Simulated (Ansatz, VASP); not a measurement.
B3As: VASP beside Ansatz

```
B As
1.0
     3.43499    0.00000    0.00000
    -1.71749    2.97479    0.00000
     0.00000    0.00000    3.98557
B As
3 1
Direct
  0.50000 0.00000 0.00000
  0.00000 0.50000 0.00000
  0.50000 0.50000 0.00000
  0.00000 0.00000 0.50000
```

Alike in both runs: functional PBE; k mesh 18 × 18 × 12; occupations gaussian, width 0.1 eV; no spin polarisation.

Ansatz relaxed the structure, and its values are those at the end. VASP's run is a single point on that final structure, the one shown.

|  | VASP | Ansatz |
| --- | --- | --- |
| version | VASP 6.6.1 | Ansatz 0.2.0 |
| potentials or method | VASP PAW PBE potentials, release 64 (B, As), cutoff 520 eV | scalar-relativistic, plane waves, PAW |
| valence electrons in the cell | 14 | 24 |

```csv
,VASP,Ansatz,Ansatz less VASP
gap on the k mesh at the Fermi level (eV),none,none,-
pressure (GPa),0.0,0.0,-0.03
```

A gap of «none» marks a metal or a gap that the smearing closes. The functional is the same, so the differences come from potentials, cutoffs and numerics. VASP's potentials hold 14 valence electrons a cell and Ansatz's 24, so a difference there can come from the potentials and not from the codes.
